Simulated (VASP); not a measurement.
# Si2Mo (d3) (I4/mmm) in VASP: single point with PBE+D3(BJ)

Aim: the single point of Si2Mo (d3) with PBE+D3(BJ).

Program: VASP 6.6.1. These are calculated values, not measurements. Logs are shortened: lines on timing, memory, paths and dates and some standing lists are left out, and cuts for length are marked.

## Step 1: The cell of the first run

It takes space group I4/mmm (No. 139, tetragonal). Conventional cell: a = 3.204 Å, b = 3.204 Å, c = 7.816 Å, α = 90.00°, β = 90.00°, γ = 90.00°. Within 3.4 Å of Si (site symmetry 4mm) lie 9 Si at 2.57 to 3.20 Å and 5 Mo at 2.61 to 2.62 Å. Within 3.4 Å of Mo (site symmetry 4/mmm) lie 10 Si at 2.61 to 2.62 Å and 4 Mo at 3.20 Å.

## Step 2: Single point, PBE+D3(BJ)

Input file INCAR:

```
SYSTEM = Si2Mo
PREC = Accurate
ENCUT = 520
EDIFF = 1E-6
ISMEAR = 0
SIGMA = 0.1
LREAL = .FALSE.
LASPH = .TRUE.
NELM = 60
ALGO = Normal
ISIF = 2
LWAVE = .FALSE.
LCHARG = .FALSE.
GGA = PE
IVDW = 12
NBANDS = 18
```

Input file KPOINTS:

```
regular mesh
0
G
  8 8 8
  0 0 0
```

Input file POSCAR:

```
Si2Mo
1.0
   -1.6021322800      1.6021322800      3.9080959800
    1.6021322800     -1.6021322800      3.9080959800
    1.6021322800      1.6021322800     -3.9080959800
Si Mo
2 1
Direct
    0.6645706300      0.6645706300      0.0000000000
    0.3354293700      0.3354293700      0.0000000000
    0.0000000000      0.0000000000      0.0000000000
```

Potentials or basis: VASP PAW PBE potentials, release 64 (Si, Mo_sv).

Run with:

```sh
> cat potpaw_PBE.64/Si/POTCAR potpaw_PBE.64/Mo_sv/POTCAR > POTCAR
> mpirun -np 1 vasp_std > vasp.out
```

OUTCAR:

```text
SYSTEM = Si2Mo
   PREC = Accurate
   ENCUT = 520
   EDIFF = 1E-6
   ISMEAR = 0
   LREAL = .FALSE.
   LASPH = .TRUE.
   NELM = 60
   ISIF = 2
   GGA = PE
   IVDW = 12
 IVDW          = 12

 ion  position               nearest neighbor table
   1  0.665  0.665  0.000-   2 2.57   3 2.61   3 2.61   3 2.61   3 2.61   3 2.62   2 2.63   2 2.63
                             2 2.63   2 2.63
   2  0.335  0.335  0.000-   1 2.57   3 2.61   3 2.61   3 2.61   3 2.61   3 2.62   1 2.63   1 2.63
                             1 2.63   1 2.63
   3  0.000  0.000  0.000-   2 2.61   1 2.61   1 2.61   1 2.61   1 2.61   2 2.61   2 2.61   2 2.61
                             1 2.62   2 2.62

  LATTYP: Found a body centered tetragonal cell.
 ALAT       =     3.2042645600
 C/A-ratio  =     2.4393091811

  Lattice vectors:

 A1 = (  -1.6021322800,   1.6021322800,   3.9080959800)
 A2 = (   1.6021322800,  -1.6021322800,   3.9080959800)
 A3 = (   1.6021322800,   1.6021322800,  -3.9080959800)

Analysis of symmetry for initial positions (statically):
=====================================================================
 Subroutine PRICEL returns:
 Original cell was already a primitive cell.

 Routine SETGRP: Setting up the symmetry group for a
 body centered tetragonal supercell.

 Subroutine GETGRP returns: Found 16 space group operations
 (whereof 16 operations were pure point group operations)
 out of a pool of 16 trial point group operations.

The static configuration has the point symmetry D_4h.

Analysis of symmetry for dynamics (positions and initial velocities):
=====================================================================
 Subroutine PRICEL returns:
 Original cell was already a primitive cell.

 Routine SETGRP: Setting up the symmetry group for a
 body centered tetragonal supercell.

 Subroutine GETGRP returns: Found 16 space group operations
 (whereof 16 operations were pure point group operations)
 out of a pool of 16 trial point group operations.

The dynamic configuration has the point symmetry D_4h.

 Subroutine INISYM returns: Found 16 space group operations
 (whereof 16 operations are pure point group operations),
 and found     1 'primitive' translations

----------------------------------------------------------------------------------------

                                     Primitive cell

  volume of cell :      40.1256

  direct lattice vectors                    reciprocal lattice vectors
    -1.602132280  1.602132280  3.908095980     0.000000000  0.312084093  0.127939539
     1.602132280 -1.602132280  3.908095980     0.312084093  0.000000000  0.127939539
     1.602132280  1.602132280 -3.908095980     0.312084093  0.312084093  0.000000000

  length of vectors
     4.517396360  4.517396360  4.517396360     0.337290686  0.337290686  0.441353557

  position of ions in fractional coordinates (direct lattice)
     0.664570630  0.664570630  0.000000000
     0.335429370  0.335429370  0.000000000
     0.000000000  0.000000000  0.000000000

  ion indices of the primitive-cell ions
   primitive index   ion index
                 1           1
                 2           2
                 3           3

----------------------------------------------------------------------------------------

 KPOINTS: regular mesh

Automatic generation of k-mesh.
 Grid dimensions read from file:
 generate k-points for:    8    8    8

 Generating k-lattice:

  Cartesian coordinates                     Fractional coordinates (reciprocal lattice)
     0.000000000  0.039010512  0.015992442     0.125000000  0.000000000 -0.000000000
     0.039010512  0.000000000  0.015992442     0.000000000  0.125000000 -0.000000000
     0.039010512  0.039010512  0.000000000     0.000000000  0.000000000  0.125000000

  Length of vectors
     0.042161336  0.042161336  0.055169195

  Shift w.r.t. Gamma in fractional coordinates (k-lattice)
     0.000000000  0.000000000  0.000000000

 Subroutine IBZKPT returns following result:
 ===========================================

 Found     59 irreducible k-points:

 Following reciprocal coordinates:
            Coordinates               Weight
  0.000000  0.000000  0.000000      1.000000
  0.125000  0.000000 -0.000000      8.000000
  0.250000  0.000000 -0.000000      8.000000
  0.375000  0.000000 -0.000000      8.000000
  0.500000  0.000000 -0.000000      4.000000
  0.125000  0.125000 -0.000000      8.000000
[... 16 lines left out ...]
  0.250000  0.125000  0.125000     16.000000
  0.375000  0.125000  0.125000      8.000000
 [... further k-points ...]
   k-points           NKPTS =     59   k-points in BZ     NKDIM =     59   number of bands    NBANDS=     18
   number of dos      NEDOS =    301   number of ions     NIONS =      3
   total plane-waves  NPLWV =  46656
   dimension x,y,z NGX =    36 NGY =   36 NGZ =   36
   dimension x,y,z NGXF=    72 NGYF=   72 NGZF=   72
   ions per type =               2   1
   NGX,Y,Z   is equivalent  to a cutoff of  13.25, 13.25, 13.25 a.u.
   NGXF,Y,Z  is equivalent  to a cutoff of  26.50, 26.50, 26.50 a.u.
 SYSTEM =  Si2Mo
   PREC   = accura    normal or accurate (medium, high low for compatibility)
   ISTART =      0    job   : 0-new  1-cont  2-samecut
   ICHARG =      2    charge: 1-file 2-atom 10-const
   ISPIN  =      1    spin polarized calculation?
   LNONCOLLINEAR =      F non collinear calculations
   LSORBIT =      F    spin-orbit coupling
   LASPH  =      T    aspherical Exc in radial PAW
   ENCUT  =  520.0 eV  38.22 Ry    6.18 a.u.   8.40  8.40  8.40*2*pi/ulx,y,z
   NELM   =     60;   NELMIN=  2; NELMDL= -5     # of ELM steps
   EDIFF  = 0.1E-05   stopping-criterion for ELM
   LREAL  =      F    real-space projection
[... 7 lines left out ...]
   TEBEG  =    0.0;   TEEND  =   0.0 temperature during run
   PSTRESS=    0.0 pullay stress
   NELECT =      22.0000    total number of electrons
   NUPDOWN=      -1.0000    fix difference up-down
   EMIN   =  10.00;   EMAX   =-10.00  energy-range for DOS
   EFERMI =   0.00;   METHOD = LEGACY
   ISMEAR =     0;   SIGMA  =   0.10  broadening in eV -4-tet -1-fermi 0-gaus
   EFERMI_NEDOS =   21; number of points for ismear=-14 and -15
   IALGO  =     38    algorithm
   IMIX   =      4    mixing-type and parameters
     AMIX     =   0.40;   BMIX     =  1.00
     AMIX_MAG =   1.60;   BMIX_MAG =  1.00
  volume/ion in A,a.u.               =      13.38        90.26
  Fermi-wavevector in a.u.,A,eV,Ry     =   1.339908  2.532060 24.427277  1.795354
  Thomas-Fermi vector in A             =   2.468263
   LORBIT       =      0    0 simple, 1 ext, 2 COOP (PROOUT), +10 PAW based schemes
   GGA     = PE    functional components
   LHFCALC =     F    Hartree Fock is set to
   AEXX    =    0.0000 exact exchange contribution
   IVDW    =    12    specifies the selected vdW correction
   LEPSILON=     F    determine dielectric tensor
   LRPA    =     F    only Hartree local field effects (RPA)
 non-spin polarized calculation
 Gauss-broadening in eV      SIGMA  =   0.10
  energy-cutoff  :      520.00
  volume of cell :       40.13
 maximum number of plane-waves:      1104
 NGX is ok and might be reduce to    36
   NGX = 17   NGY = 17   NGZ = 17

 number of electron      22.0000000 magnetization

 Free energy of the ion-electron system (eV)
  ---------------------------------------------------
  ext. energy  EPLUGINS =         0.00000000
  ---------------------------------------------------
  free energy    TOTEN  =       -23.25747971 eV

  energy without entropy =      -23.25677093  energy(sigma->0) =      -23.25712532

 E-fermi :  12.2398     XC(G=0): -12.4400

 val. band max:       12.0234607647   @ k =   0.5000   0.5000   0.3750
 cond. band min:      12.2873482217   @ k =  -0.3750   0.5000   0.3750
 fundamental gap:      0.2638874570
 Fermi energy:        12.2398136497

 k-point     1 :       0.0000    0.0000    0.0000
  band No.  band energies     occupation
      1     -48.4167      2.00000
      2     -22.5676      2.00000
      3     -22.4965      2.00000
      4     -22.4965      2.00000
      5      -1.1367      2.00000
      6       5.8902      2.00000
[... 10 lines left out ...]
     17      17.4588      0.00000
     18      17.4588      0.00000

 k-point     2 :       0.1250    0.0000   -0.0000
  band No.  band energies     occupation
      1     -48.4140      2.00000
      2     -22.5649      2.00000
      3     -22.5345      2.00000
      4     -22.4930      2.00000
      5      -0.8535      2.00000
      6       5.8926      2.00000
[... 10 lines left out ...]
     17      17.7424      0.00000
     18      18.8563      0.00000

 k-point     3 :       0.2500    0.0000   -0.0000
  band No.  band energies     occupation
      1     -48.4075      2.00000
      2     -22.6253      2.00000
      3     -22.5580      2.00000
      4     -22.4844      2.00000
      5      -0.0367      2.00000
      6       5.5332      2.00000
[... 10 lines left out ...]
     17      19.1390      0.00000
     18      21.2669      0.00000

 k-point     4 :       0.3750    0.0000   -0.0000
  band No.  band energies     occupation
      1     -48.4010      2.00000
      2     -22.7146      2.00000
      3     -22.5512      2.00000
      4     -22.4759      2.00000
      5       1.2184      2.00000
      6       4.3162      2.00000
[... 375 lines left out ...]
      4     -22.5450      2.00000
      5       0.7970      2.00000
      6       5.7674      2.00000
[... 10 lines left out ...]
     17      17.5528      0.00000
     18      20.7470      0.00000

 k-point    23 :       0.2500    0.1250    0.1250
  band No.  band energies     occupation
      1     -48.3923      2.00000
      2     -22.6958      2.00000
      3     -22.5975      2.00000
      4     -22.5376      2.00000
      5       1.9028      2.00000
      6       4.7472      2.00000
[... 10 lines left out ...]
     17      18.8751      0.00000
     18      20.4660      0.00000

 k-point    24 :       0.3750    0.1250    0.1250
  band No.  band energies     occupation
      1     -48.3896      2.00000
      2     -22.7312      2.00000
      3     -22.5929      2.00000
      4     -22.5345      2.00000
      5       2.9903      2.00000
      6       3.6171      2.00000
[... 10 lines left out ...]
     17      19.1276      0.00000
     18      20.7033      0.00000

 [... further k-points ...]

------------------------ aborting loop because EDIFF is reached ----------------------------------------

 Edisp (eV)   -1.73417

 E8    (eV) :    -0.7541

  FORCE on cell =-STRESS in cart. coord.  units (eV):
  Direction    XX          YY          ZZ          XY          YZ          ZX
  --------------------------------------------------------------------------------------
  -------------------------------------------------------------------------------------
  Total      -1.03931    -1.03931    -0.67157     0.00000    -0.00000     0.00000
  in kB     -41.49846   -41.49846   -26.81517     0.00000    -0.00000     0.00000
  external pressure =      -36.60 kB  Pullay stress =        0.00 kB

 VOLUME and BASIS-vectors are now :
 -----------------------------------------------------------------------------
  energy-cutoff  :      520.00
  volume of cell :       40.13
      direct lattice vectors                 reciprocal lattice vectors
    -1.602132280  1.602132280  3.908095980     0.000000000  0.312084093  0.127939539
     1.602132280 -1.602132280  3.908095980     0.312084093  0.000000000  0.127939539
     1.602132280  1.602132280 -3.908095980     0.312084093  0.312084093  0.000000000

 POSITION                                       TOTAL-FORCE (eV/Angst)
 -----------------------------------------------------------------------------------
      0.00000      0.00000      5.19441        -0.000000     -0.000000      0.073143
      0.00000      0.00000      2.62178         0.000000      0.000000     -0.073143
      0.00000      0.00000      0.00000         0.000000      0.000000     -0.000000
 -----------------------------------------------------------------------------------
    total drift:                                0.000000      0.000000     -0.000000

  FREE ENERGIE OF THE ION-ELECTRON SYSTEM (eV)
  ---------------------------------------------------
  free  energy   TOTEN  =       -24.9916467729 eV

  energy  without entropy=      -24.9909379924  energy(sigma->0) =      -24.99129238
```

Run time: 20 s. Hardware: 1 thread of Intel Xeon 6975P-C (Granite Rapids), shared host; peak memory 0.22 GiB.

Results:

| Property | Result |
| --- | --- |
| Free energy | -24.9916 eV |
| Pressure | -3.7 GPa |
| Largest force | 0.073 eV/Å |
| Band gap on the k mesh | zero (band 11 reaches 12.76 eV, above the bottom of band 12 at 11.80 eV) |
| Dispersion energy per atom | -0.578 eV |

Forces in eV/Å, atoms in the order of the input:
```
Si   0.000  0.000  0.073
Si   0.000  0.000 -0.073
Mo   0.000  0.000  0.000
```

Stress tensor (GPa, compression positive):
```
-4.15  0.00  0.00
 0.00 -4.15  0.00
 0.00  0.00 -2.68
```

Levels at points of the mesh, in eV from the Fermi level:
| k point | band 9 | band 10 | band 11 | band 12 | band 13 | band 14 |
| --- | --- | --- | --- | --- | --- | --- |
| (0.00, 0.00, 0.00) | -2.58 | -2.58 | 0.40 | 3.21 | 3.26 | 3.53 |
| (0.50, 0.00, 0.00) | -2.56 | -2.51 | -0.46 | 2.31 | 3.15 | 4.16 |
| (0.50, 0.50, 0.00) | -4.38 | -2.98 | -1.18 | 2.36 | 2.80 | 3.26 |
| (0.50, 0.50, 0.50) | -0.52 | -0.52 | -0.44 | -0.44 | 0.54 | 4.88 |

Caveat: pairwise dispersion overbinds metals, which lowers pressure and volume.
